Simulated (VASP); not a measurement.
# B2P3 (P6/mmm) in VASP: a series of runs, part 2 of 2

VASP 6.6.1. The steps go on from the part before.

### 4 Single point, PBE

This run uses another cell than the first one, of 13.80 Å³/atom.

Input file INCAR:

```
SYSTEM = B2P3
ALGO = Normal
EDIFF = 1E-6
ENCUT = 520
GGA = PE
ISIF = 2
ISMEAR = 0
LASPH = .TRUE.
LCHARG = .TRUE.
LELF = .TRUE.
LREAL = .FALSE.
LVHAR = .TRUE.
LWAVE = .FALSE.
NBANDS = 18
NELM = 80
PREC = Accurate
SIGMA = 0.1
```

Input file KPOINTS:

```
k-points
0
G
  6 6 6
  0 0 0
```

Input file POSCAR:

```
B2P3
1.0
    5.0790975506      0.0000000000      0.0000000000
   -2.5395487753      4.3986275071      0.0000000000
    0.0000000000      0.0000000000      3.0876097137
B P
2 3
Direct
    0.0000000000      0.0000000000      0.5000000000
    0.0000000000      0.0000000000      0.0000000000
    0.5000000000      0.0000000000      0.5000000000
    0.0000000000      0.5000000000      0.5000000000
    0.5000000000      0.5000000000      0.5000000000
```

Potentials or basis: VASP PAW PBE potentials, release 64 (B, P).

Run with:

```
cat potpaw_PBE.64/B/POTCAR potpaw_PBE.64/P/POTCAR > POTCAR
mpirun -np 1 vasp_std > vasp.out
```

OUTCAR:

```text
SYSTEM = B2P3
   EDIFF = 1E-6
   ENCUT = 520
   GGA = PE
   ISIF = 2
   ISMEAR = 0
   LASPH = .TRUE.
   LREAL = .FALSE.
   NELM = 80
   PREC = Accurate

 ion  position               nearest neighbor table
   1  0.000  0.000  0.500-   2 1.54   2 1.54   5 2.54   4 2.54   4 2.54   5 2.54   3 2.54   3 2.54

   2  0.000  0.000  0.000-   1 1.54   1 1.54
   3  0.500  0.000  0.500-   4 2.54   5 2.54   5 2.54   4 2.54   1 2.54   1 2.54
   4  0.000  0.500  0.500-   1 2.54   3 2.54   1 2.54   3 2.54   5 2.54   5 2.54
   5  0.500  0.500  0.500-   1 2.54   3 2.54   3 2.54   1 2.54   4 2.54   4 2.54

  LATTYP: Found a hexagonal cell.
 ALAT       =     5.0790975506
 C/A-ratio  =     0.6079051806

  Lattice vectors:

 A1 = (   5.0790975506,   0.0000000000,   0.0000000000)
 A2 = (  -2.5395487753,   4.3986275071,   0.0000000000)
 A3 = (   0.0000000000,   0.0000000000,   3.0876097137)

Analysis of symmetry for initial positions (statically):
=====================================================================
 Subroutine PRICEL returns:
 Original cell was already a primitive cell.

 Routine SETGRP: Setting up the symmetry group for a
 hexagonal supercell.

 Subroutine GETGRP returns: Found 24 space group operations
 (whereof 24 operations were pure point group operations)
 out of a pool of 24 trial point group operations.

The static configuration has the point symmetry D_6h.

Analysis of symmetry for dynamics (positions and initial velocities):
=====================================================================
 Subroutine PRICEL returns:
 Original cell was already a primitive cell.

 Routine SETGRP: Setting up the symmetry group for a
 hexagonal supercell.

 Subroutine GETGRP returns: Found 24 space group operations
 (whereof 24 operations were pure point group operations)
 out of a pool of 24 trial point group operations.

The dynamic configuration has the point symmetry D_6h.
[... 126 lines left out ...]
  volume/ion in A,a.u.               =      13.80        93.10
  Fermi-wavevector in a.u.,A,eV,Ry     =   1.101301  2.081156 16.502004  1.212863
  Thomas-Fermi vector in A             =   2.237726
   LORBIT       =      0    0 simple, 1 ext, 2 COOP (PROOUT), +10 PAW based schemes
   GGA     = PE    functional components
   LHFCALC =     F    Hartree Fock is set to
   AEXX    =    0.0000 exact exchange contribution
   IVDW    =     0    specifies the selected vdW correction
   LEPSILON=     F    determine dielectric tensor
   LRPA    =     F    only Hartree local field effects (RPA)
 non-spin polarized calculation
 Gauss-broadening in eV      SIGMA  =   0.10
  energy-cutoff  :      520.00
  volume of cell :       68.98
 maximum number of plane-waves:      1890
 NGX is ok and might be reduce to    40
   NGX = 19   NGY = 19   NGZ = 11

 number of electron      21.0000001 magnetization

 Free energy of the ion-electron system (eV)
  ---------------------------------------------------
  ext. energy  EPLUGINS =         0.00000000
  ---------------------------------------------------
  free energy    TOTEN  =       -24.89902394 eV

  energy without entropy =      -24.89355524  energy(sigma->0) =      -24.89628959

 E-fermi :   6.7359     XC(G=0): -10.6965

 val. band max:        6.7024877249   @ k =   0.3333   0.3333   0.0000
 cond. band min:       6.7530194037   @ k =   0.3333  -0.0000   0.0000
 fundamental gap:      0.0505316788
 Fermi energy:         6.7358838462

 k-point     1 :       0.0000    0.0000    0.0000
  band No.  band energies     occupation
      1      -8.1295      2.00000
      2      -1.9362      2.00000
      3      -1.9362      2.00000
      4      -1.8285      2.00000
      5      -0.4949      2.00000
      6      -0.2291      2.00000
[... 481 lines left out ...]
      5      -1.0778      2.00000
      6       1.5915      2.00000
[... 10 lines left out ...]
     17      11.8373      0.00000
     18      12.3813      0.00000

 [... further k-points ...]

------------------------ aborting loop because EDIFF is reached ----------------------------------------

  FORCE on cell =-STRESS in cart. coord.  units (eV):
  Direction    XX          YY          ZZ          XY          YZ          ZX
  --------------------------------------------------------------------------------------
  -------------------------------------------------------------------------------------
  Total       -0.0459295     -0.0459295     -0.0444760     -0.0000000     -0.0000000      0.0000000
  in kB       -1.0667830     -1.0667830     -1.0330230     -0.0000000     -0.0000000      0.0000000
  external PRESSURE =      -1.0555297 kB  Pullay stress =       0.0000000 kB

 VOLUME and BASIS-vectors are now :
 -----------------------------------------------------------------------------
  energy-cutoff  :      520.00
  volume of cell :       68.98
      direct lattice vectors                 reciprocal lattice vectors
     5.079097551  0.000000000  0.000000000     0.196885370  0.113671821  0.000000000
    -2.539548775  4.398627507  0.000000000     0.000000000  0.227343643  0.000000000
     0.000000000  0.000000000  3.087609714     0.000000000  0.000000000  0.323875131

 POSITION                                       TOTAL-FORCE (eV/Angst)
 -----------------------------------------------------------------------------------
      0.00000      0.00000      1.54380         0.000000      0.000000      0.000000
      0.00000      0.00000      0.00000         0.000000      0.000000      0.000000
      2.53955      0.00000      1.54380         0.000000      0.000000      0.000000
     -1.26977      2.19931      1.54380         0.000000      0.000000      0.000000
      1.26977      2.19931      1.54380        -0.000000      0.000000      0.000000
 -----------------------------------------------------------------------------------
    total drift:                               -0.000000      0.000000     -0.000000

  FREE ENERGIE OF THE ION-ELECTRON SYSTEM (eV)
  ---------------------------------------------------
  free  energy   TOTEN  =       -24.8990239364 eV

  energy  without entropy=      -24.8935552408  energy(sigma->0) =      -24.89628959
```

OSZICAR:

```text
N       E                     dE             d eps       ncg     rms          rms(c)
DAV:   1     0.479504271496E+02    0.47950E+02   -0.90152E+03  1008   0.100E+03
DAV:   2    -0.241108726293E+02   -0.72061E+02   -0.69503E+02  1360   0.159E+02
DAV:   3    -0.272805754361E+02   -0.31697E+01   -0.31195E+01  1296   0.314E+01
DAV:   4    -0.273118067327E+02   -0.31231E-01   -0.31171E-01  1342   0.354E+00
DAV:   5    -0.273121627476E+02   -0.35601E-03   -0.35587E-03  1282   0.370E-01    0.946E+00
DAV:   6    -0.249516636773E+02    0.23605E+01   -0.99559E+00  1234   0.172E+01    0.487E+00
DAV:   7    -0.249294307036E+02    0.22233E-01   -0.12767E+00  1204   0.583E+00    0.304E+00
DAV:   8    -0.249016564604E+02    0.27774E-01   -0.11487E-01  1320   0.183E+00    0.818E-01
DAV:   9    -0.248990464725E+02    0.26100E-02   -0.24662E-02  1224   0.933E-01    0.181E-01
DAV:  10    -0.248990935209E+02   -0.47048E-04   -0.21192E-03  1284   0.254E-01    0.716E-02
DAV:  11    -0.248990219852E+02    0.71536E-04   -0.24459E-04  1194   0.896E-02    0.180E-02
DAV:  12    -0.248990239433E+02   -0.19581E-05   -0.23313E-05  1240   0.294E-02    0.527E-03
DAV:  13    -0.248990239364E+02    0.69399E-08   -0.94197E-07   650   0.591E-03
   1 F= -.24899024E+02 E0= -.24896290E+02  d E =-.546870E-02
```

stdout:

```text
POSCAR found type information on POSCAR B P
 POSCAR found :  2 types and       5 ions
 scaLAPACK will be used
 LDA part: xc-table for (Slater+PW92), standard interpolation
 POSCAR, INCAR and KPOINTS ok, starting setup
 FFT: planning ... GRIDC
 FFT: planning ... GRID_SOFT
 FFT: planning ... GRID
 WAVECAR not read
 entering main loop
```

Run time: 32 s. Hardware: 1 thread of Intel Xeon Platinum 8259CL at 2.50GHz (Skylake/Cascade Lake), shared host; peak memory 0.19 GiB.

What came out:

```yaml
Free_energy: -24.8990 eV
Pressure: -0.1 GPa
Band_gap_on_the_k_mesh: zero (an odd number of electrons rules out a gap without spin polarisation)
```

Levels at points of the mesh, in eV from the Fermi level:
| k point | band 7 | band 8 | band 9 | band 10 | band 11 | band 12 | band 13 | band 14 |
| --- | --- | --- | --- | --- | --- | --- | --- | --- |
| (0.00, 0.00, 0.00) | -6.96 | -4.39 | 0.57 | 2.49 | 2.49 | 3.60 | 3.62 | 3.62 |
| (0.50, 0.00, 0.00) | -3.38 | -2.41 | -1.53 | 0.05 | 0.40 | 0.79 | 2.10 | 3.38 |
| (0.00, 0.00, 0.50) | -5.19 | -5.19 | -4.14 | -1.66 | -1.66 | -0.38 | -0.38 | 2.77 |
| (0.50, 0.00, 0.50) | -3.20 | -2.72 | -2.41 | -1.34 | -0.50 | -0.46 | 1.58 | 2.02 |

### 5 Relaxation of cell and atoms, PBE

This run uses another cell than the first one, of 18.07 Å³/atom.

Input file INCAR:

```
PREC = Accurate
ENCUT = 600
EDIFF = 1E-6
ISMEAR = 0
SIGMA = 0.1
LREAL = F
LASPH = T
NELM = 100
ALGO = Normal
ISIF = 3
LWAVE = F
LCHARG = F
GGA = PE
IBRION = 2
NSW = 90
EDIFFG = -0.04
```

Input file KPOINTS:

```
regular mesh
0
Gamma
  6 6 4
```

POSCAR: that of step 4 with these lines changed.

```diff
@@ -2,5 +2,5 @@
 1.0
-    5.0790975506      0.0000000000      0.0000000000
-   -2.5395487753      4.3986275071      0.0000000000
-    0.0000000000      0.0000000000      3.0876097137
+    4.2578214200      0.0000000000      0.0000000000
+   -2.1289107100      3.6873815200      0.0000000000
+    0.0000000000      0.0000000000      5.7548667900
 B P
```

Run with:

```
cat potpaw_PBE.64/B/POTCAR potpaw_PBE.64/P/POTCAR > POTCAR
mpirun -np 1 vasp_std > vasp.out
```

Wall time 9.1 min (1 thread of Intel Xeon Platinum 8259CL at 2.50GHz (Skylake/Cascade Lake), shared host); peak memory 0.26 GiB.

The run converged. Its results:

```
Free energy                           : -24.7626 eV
Relaxed volume                        : 13.92 Å³/atom
Relaxed cell                          : a = 5.112 Å, b = 5.112 Å, c = 3.075 Å, α = 90.00°, β = 90.00°, γ = 120.00°
Space group after relaxing (to 0.1 Å) : P6/mmm (No. 191)
Pressure after relaxing               : -0.4 GPa
Band gap on the k mesh                : zero (an odd number of electrons rules out a gap without spin polarisation)
```

Final structure:
```cif
data_structure
_symmetry_space_group_name_H-M 'P 1'
_symmetry_Int_Tables_number 1
_cell_length_a 5.1125
_cell_length_b 5.1125
_cell_length_c 3.0750
_cell_angle_alpha 90.000
_cell_angle_beta 90.000
_cell_angle_gamma 120.000
_cell_volume 69.60
loop_
_atom_site_label
_atom_site_type_symbol
_atom_site_fract_x
_atom_site_fract_y
_atom_site_fract_z
_atom_site_occupancy
B1 B 0.00000 0.00000 0.50000 1
B2 B 0.00000 0.00000 0.00000 1
P1 P 0.50000 0.00000 0.50000 1
P2 P 0.00000 0.50000 0.50000 1
P3 P 0.50000 0.50000 0.50000 1
```

Levels at points of the mesh, in eV from the Fermi level:
| k point | band 8 | band 9 | band 10 | band 11 | band 12 | band 13 |
| --- | --- | --- | --- | --- | --- | --- |
| (0.00, 0.00, 0.00) | -4.37 | 0.55 | 2.34 | 2.34 | 3.52 | 3.52 |
| (0.50, 0.00, 0.00) | -2.46 | -1.62 | -0.12 | 0.24 | 0.79 | 2.05 |
| (0.00, 0.00, 0.50) | -5.14 | -4.28 | -1.87 | -1.87 | -0.41 | -0.41 |
| (0.50, 0.00, 0.50) | -2.85 | -2.50 | -1.43 | -0.53 | -0.51 | 1.43 |

Caveat: the volume moved by over 15 % at a fixed basis, so the end points are rough.

### 6 Relaxation of cell and atoms, PBE

Input file INCAR:

```
ALGO = Normal
EDIFF = 1E-7
EDIFFG = -0.04
ENCUT = 600
GGA = PE
IBRION = 2
ISIF = 3
ISMEAR = 0
LASPH = True
LCHARG = False
LREAL = False
LWAVE = False
NELM = 80
NSW = 90
PREC = Accurate
SIGMA = 0.1
```

Input file KPOINTS:

```
k-points
0
Gamma
  6 6 6
```

POSCAR: that of step 5 with these lines changed.

```diff
@@ -2,5 +2,5 @@
 1.0
-    4.2578214200      0.0000000000      0.0000000000
-   -2.1289107100      3.6873815200      0.0000000000
-    0.0000000000      0.0000000000      5.7548667900
+    5.1048867760      0.0000000000      0.0000000000
+   -2.5524433880      4.4209616314      0.0000000000
+    0.0000000000      0.0000000000      3.0717174880
 B P
```

Potentials or basis: VASP PAW PBE potentials, release 64 (B, P).

Run with:

```
cat potpaw_PBE.64/B/POTCAR potpaw_PBE.64/P/POTCAR > POTCAR
mpirun -np 1 vasp_std > vasp.out
```

OUTCAR:

```text
EDIFF = 1E-7
   EDIFFG = -0.04
   ENCUT = 600
   GGA = PE
   IBRION = 2
   ISIF = 3
   ISMEAR = 0
   LASPH = True
   LREAL = False
   NELM = 80
   NSW = 90
   PREC = Accurate

 ion  position               nearest neighbor table
   1  0.000  0.000  0.500-   2 1.54   2 1.54   5 2.55   4 2.55   4 2.55   5 2.55   3 2.55   3 2.55

   2  0.000  0.000  0.000-   1 1.54   1 1.54
   3  0.500  0.000  0.500-   4 2.55   5 2.55   5 2.55   4 2.55   1 2.55   1 2.55
   4  0.000  0.500  0.500-   1 2.55   3 2.55   1 2.55   3 2.55   5 2.55   5 2.55
   5  0.500  0.500  0.500-   1 2.55   3 2.55   3 2.55   1 2.55   4 2.55   4 2.55

  LATTYP: Found a hexagonal cell.
 ALAT       =     5.1048867760
 C/A-ratio  =     0.6017209828

  Lattice vectors:

 A1 = (   5.1048867760,   0.0000000000,   0.0000000000)
 A2 = (  -2.5524433880,   4.4209616314,   0.0000000000)
 A3 = (   0.0000000000,   0.0000000000,   3.0717174880)
[... 285 lines left out ...]
      6      -0.2395      2.00000
      7      -0.2395      2.00000
      8       2.3249      2.00000
      9       7.2726      0.00000
     10       9.1926      0.00000
     11       9.1926      0.00000
     12      10.3073      0.00000
     13      10.3201      0.00000
     14      10.3201      0.00000
[... 377 lines left out ...]
      1      -5.8473      2.00000
      2      -3.4812      2.00000
      3      -1.6038      2.00000
      4      -1.2501      2.00000
      5      -1.0962      2.00000
      6       1.5785      2.00000
      7       3.1332      2.00000
      8       3.7198      2.00000
      9       3.7851      2.00000
     10       4.1648      2.00000
     11       5.5216      2.00000
     12       7.8708      0.00000
     13       8.1274      0.00000
     14       8.1361      0.00000

 [... further k-points ...]

------------------------ aborting loop because EDIFF is reached ----------------------------------------

  FORCE on cell =-STRESS in cart. coord.  units (eV):
  Direction    XX          YY          ZZ          XY          YZ          ZX
  --------------------------------------------------------------------------------------
  -------------------------------------------------------------------------------------
  Total       -0.1234748     -0.1234748     -0.1801573      0.0000000      0.0000000      0.0000000
  in kB       -2.8613735     -2.8613735     -4.1749195      0.0000000      0.0000000      0.0000000
  external PRESSURE =      -3.2992222 kB  Pullay stress =       0.0000000 kB
[... 20 lines left out ...]
  FREE ENERGIE OF THE ION-ELECTRON SYSTEM (eV)
  ---------------------------------------------------
  free  energy   TOTEN  =       -24.9013577447 eV

  energy  without entropy=      -24.8959504589  energy(sigma->0) =      -24.89865410

 reached required accuracy - stopping structural energy minimisation
```

CONTCAR:

```text
B2P3
   1.00000000000000
     5.0827409515011528    0.0000000000000000    0.0000000000000000
    -2.5413704757505764    4.4017827847970175   -0.0000000000000000
     0.0000000000000000   -0.0000000000000000    3.0902075752951950
  B               P
     2     3
Direct
     0.0000000000000000    1.0000000000000000    0.5000000000000000
     0.0000000000000000    1.0000000000000000    1.0000000000000000
     0.5000000000000000    1.0000000000000000    0.5000000000000000
     0.0000000000000000    0.5000000000000000    0.5000000000000000
     0.5000000000000000    0.5000000000000000    0.5000000000000000

  0.00000000E+00  0.00000000E+00  0.00000000E+00
  0.00000000E+00  0.00000000E+00  0.00000000E+00
  0.00000000E+00  0.00000000E+00  0.00000000E+00
  0.00000000E+00  0.00000000E+00  0.00000000E+00
  0.00000000E+00  0.00000000E+00  0.00000000E+00
```

Wall time 79 s (1 thread of Intel Xeon Platinum 8259CL at 2.50GHz (Skylake/Cascade Lake), shared host); peak memory 0.22 GiB.

What came out:

| Property | Result |
| --- | --- |
| Free energy | -24.9014 eV |
| Relaxed volume | 13.83 Å³/atom |
| Relaxed cell | a = 5.083 Å, b = 5.083 Å, c = 3.090 Å, α = 90.00°, β = 90.00°, γ = 120.00° |
| Space group after relaxing (to 0.1 Å) | P6/mmm (No. 191) |
| Energy gained by relaxing | 1.0 meV/atom |
| Ionic steps | 3 |
| Pressure after relaxing | -0.3 GPa |
| Band gap on the k mesh | zero (an odd number of electrons rules out a gap without spin polarisation) |

Stress tensor (GPa, compression positive):
```
-0.29  0.00  0.00
 0.00 -0.29  0.00
 0.00  0.00 -0.42
```

The path:
| step | energy change (eV) | largest force (eV/Å) | pressure (GPa) | volume (Å³) |
| --- | --- | --- | --- | --- |
| 1 | 0.0000 | 0.0000 | -0.26 | 69.32 |
| 2 | -0.0045 | 0.0000 | -0.34 | 69.09 |
| 3 | -0.0048 | 0.0000 | -0.33 | 69.14 |

Final structure:
```
CELL_PARAMETERS angstrom
5.08274 0.00000 0.00000
-2.54137 4.40178 0.00000
0.00000 0.00000 3.09021
ATOMIC_POSITIONS crystal
B 0.00000 0.00000 0.50000
B 0.00000 0.00000 0.00000
P 0.50000 0.00000 0.50000
P 0.00000 0.50000 0.50000
P 0.50000 0.50000 0.50000
```

Levels at points of the mesh, in eV from the Fermi level:
```
           k point  band 6  band 7  band 8  band 9  band 10  band 11  band 12  band 13  band 14
(0.00, 0.00, 0.00)   -6.95   -6.95   -4.38    0.56     2.48     2.48     3.60     3.61     3.61
(0.50, 0.00, 0.00)   -3.51   -3.38   -2.40   -1.52     0.05     0.40     0.79     2.09     3.37
(0.00, 0.00, 0.50)   -6.21   -5.18   -5.18   -4.13    -1.65    -1.65    -0.37    -0.37     2.78
(0.50, 0.00, 0.50)   -5.51   -3.19   -2.71   -2.41    -1.34    -0.50    -0.46     1.57     2.02
```

### 7 Overview

```csv
task,cell,k mesh,cutoff (eV),gap on the mesh (eV),pressure (GPa),relaxed volume (Å³/atom)
single point,"a = 5.105, b = 5.105, c = 3.072 Å, angles 90.0, 90.0, 120.0°, 5 atoms",6 × 6 × 4,520,none,0.0,-
single point,"a = 4.258, b = 4.258, c = 5.755 Å, angles 90.0, 90.0, 120.0°, 5 atoms",6 × 6 × 4,520,none,14.0,-
single point,"a = 5.079, b = 5.079, c = 3.088 Å, angles 90.0, 90.0, 120.0°, 5 atoms",6 × 6 × 6,520,none,-0.1,-
relaxation of cell and atoms,"relaxed from a = 4.258, b = 4.258, c = 5.755 Å, angles 90.0, 90.0, 120.0°, 5 atoms",6 × 6 × 4,600,none,-0.4,13.92
relaxation of cell and atoms,"relaxed from a = 5.105, b = 5.105, c = 3.072 Å, angles 90.0, 90.0, 120.0°, 5 atoms",6 × 6 × 6,600,none,-0.3,13.83
```

Alike in all rows: level PBE; potentials or basis VASP PAW PBE potentials, release 64 (B, P); no spin polarisation; smearing gaussian 0.1 eV.

Caveats: some runs use coarse meshes; the cell stands under pressure (at least some runs); this functional lacks dispersion, which binds the layers, so the pressure and a relaxed spacing across them are unreliable (at least some runs); the volume moved by over 15 % at a fixed basis, so the end points are rough (at least some runs).

Total energies depend on the potentials used, so only differences within one code and one set of settings carry meaning.
